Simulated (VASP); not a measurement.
Wanted: the native input for a VASP 6.6.1 run.

- Task: single point
- Functional: r2SCAN
- Potentials or basis: VASP PAW PBE potentials, release 64 (Nb_sv, Sn_d)
- Cutoff: 520 eV
- k mesh: 5 × 5 × 5
- Occupations: fermi-dirac, width 0.05 eV
- Spin: no spin polarisation
- Dipole correction: no
- Further INCAR settings: ALGO = Normal; EDIFF = 1e-06; NBANDS = 63

Crystal: Nb3Sn.

```
CELL_PARAMETERS angstrom
5.30451 0.00000 0.00000
0.00000 5.30451 0.00000
0.00000 0.00000 5.30451
ATOMIC_POSITIONS crystal
Nb 0.25000 0.00000 0.50000
Nb 0.50000 0.75000 0.00000
Nb 0.75000 0.00000 0.50000
Nb 0.50000 0.25000 0.00000
Nb 0.00000 0.50000 0.75000
Nb 0.00000 0.50000 0.25000
Sn 0.00000 0.00000 0.00000
Sn 0.50000 0.50000 0.50000
```

One way to write it, as run:

POSCAR

```
Nb3Sn
1.0
    5.3045134348      0.0000000000      0.0000000000
    0.0000000000      5.3045134348      0.0000000000
    0.0000000000      0.0000000000      5.3045134348
Nb Sn
6 2
Direct
    0.2500000000      0.0000000000      0.5000000000
    0.5000000000      0.7500000000      0.0000000000
    0.7500000000      0.0000000000      0.5000000000
    0.5000000000      0.2500000000      0.0000000000
    0.0000000000      0.5000000000      0.7500000000
    0.0000000000      0.5000000000      0.2500000000
    0.0000000000      0.0000000000      0.0000000000
    0.5000000000      0.5000000000      0.5000000000
```

INCAR.step1

```
SYSTEM = Nb3Sn
ALGO     = Normal         ! electronic algorithm
EDIFF    = 1E-4           ! SCF threshold, eV
ENCUT    = 520            ! plane-wave cutoff, eV
GGA      = PE             ! functional
ISMEAR   = -1             ! smearing method
LASPH    = .True.         ! aspherical terms in the spheres
LCHARG   = .False.        ! write CHGCAR
LREAL    = .False.        ! projectors in reciprocal space
LWAVE    = .True.         ! write WAVECAR
NBANDS   = 63             ! bands
NELM     = 100            ! most SCF steps
PREC     = Accurate       ! precision mode
SIGMA    = 0.05           ! smearing width, eV
```

INCAR.step2

```
SYSTEM = Nb3Sn
ALGO     = Normal         ! electronic algorithm
EDIFF    = 1E-6           ! SCF threshold, eV
ENCUT    = 520            ! plane-wave cutoff, eV
ISIF     = 2              ! what is computed and relaxed
ISMEAR   = -1             ! smearing method
ISTART   = 1            
LASPH    = .True.         ! aspherical terms in the spheres
LCHARG   = .False.        ! write CHGCAR
LMIXTAU  = .True.       
LREAL    = .False.        ! projectors in reciprocal space
LWAVE    = .False.        ! write WAVECAR
METAGGA  = R2SCAN         ! meta-GGA
NBANDS   = 63             ! bands
NELM     = 100            ! most SCF steps
PREC     = Accurate       ! precision mode
SIGMA    = 0.05           ! smearing width, eV
```

KPOINTS

```
k-points
0
Gamma
  5 5 5
  0 0 0
```

Potentials or basis: VASP PAW PBE potentials, release 64 (Nb_sv, Sn_d).

The run is started by

```sh
$ cat potpaw_PBE.64/Nb_sv/POTCAR potpaw_PBE.64/Sn_d/POTCAR > POTCAR
$ cp INCAR.step1 INCAR
$ mpirun -np 1 vasp_std > vasp.out
$ cp INCAR.step2 INCAR
$ mpirun -np 1 vasp_std > vasp.out
```

Results of the run:

```
Pressure               : -0.1 GPa
Band gap on the k mesh : zero (bands 53 and 54 overlap by 0.13 eV)
```

Caveat: the PAW data sets were made with another functional, which shifts forces and pressure a little; spin-orbit coupling is left out, which moves the levels of the heavy elements.

Wall time 4.7 min on 1 thread of AMD EPYC 7R13 Processor (Zen 3), on a shared host, peak memory 0.25 GiB.
